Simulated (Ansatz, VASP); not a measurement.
# KI in VASP and in Ansatz

File INCAR:

```
SYSTEM = KI
ALGO     = Normal         ! electronic algorithm
EDIFF    = 1E-6           ! SCF threshold, eV
ENCUT    = 520            ! plane-wave cutoff, eV
ISIF     = 2              ! what is computed and relaxed
ISMEAR   = 0              ! smearing method
LASPH    = .True.         ! aspherical terms in the spheres
LCHARG   = .False.        ! write CHGCAR
LREAL    = .False.        ! projectors in reciprocal space
LWAVE    = .False.        ! write WAVECAR
NBANDS   = 15             ! bands
NELM     = 80             ! most SCF steps
PREC     = Accurate       ! precision mode
SIGMA    = 0.05           ! smearing width, eV
```

The input KPOINTS:

```
k-points
0
Gamma
  6 6 6
  0 0 0
```

POSCAR

```
KI
1.0
    0.0000000000      3.4109309835      3.4109309835
    3.4109309835      0.0000000000      3.4109309835
    3.4109309835      3.4109309835      0.0000000000
K I
1 1
Direct
   -0.0434485484     -0.0434485484      0.0434485484
    0.5133861666      0.5133861666      0.4866138334
```

Input for Ansatz:

```yaml
crystal:
  lattice:
    - [0.0, 3.4109309835, 3.4109309835]
    - [3.4109309835, 0.0, 3.4109309835]
    - [3.4109309835, 3.4109309835, 0.0]
  atoms:
    - { symbol: K, position: [-0.0434485484, -0.0434485484, 0.0434485484] }
    - { symbol: I, position: [0.5133861666, 0.5133861666, 0.4866138334] }
basis:
  ecutwfc: 420
kpoints:
  mp_grid: { grid: [6, 6, 6] }
hamiltonian:
  xc: lda
  pseudopotentials: { kind: paw }
scf:
  occupations: { method: gaussian, width: 0.05 }
output:
  forces: true
  stress: true
  eigenvalues: true
```

Change from the starting cell: mode 6 frozen in at -0.296 Å, equal normal strain along x and y +0.0000.

Alike in both runs: task single point; functional LDA; k mesh 6 × 6 × 6; occupations gaussian, width 0.05 eV; no spin polarisation.

|  | VASP | Ansatz |
| --- | --- | --- |
| version | VASP 6.6.1 | Ansatz 0.2.0 |
| potentials or method | VASP PAW LDA potentials, release 64 (K_sv, I), cutoff 520 eV | scalar-relativistic, plane waves, PAW |
| valence electrons in the cell | 16 | 26 |

```csv
,VASP,Ansatz,Ansatz less VASP
gap on the k mesh at the Fermi level (eV),3.90,3.89,-0.009
least direct gap on the mesh (eV),3.90,3.89,-0.009
pressure (GPa),1.0,0.9,-0.07
"traceless stress, the component that is largest in VASP (GPa)",2.39,2.36,-0.036
rms of the force components (eV/Å),0.473,0.464,-0.0083
```

LDA's correlation is that of Perdew and Zunger in VASP and of Perdew and Wang (1992) in Ansatz. Atom by atom the forces differ by 0.008 eV/Å (rms over components). VASP's potentials hold 16 valence electrons a cell and Ansatz's 26, so a difference there can come from the potentials and not from the codes.

Spin-orbit coupling is off throughout.
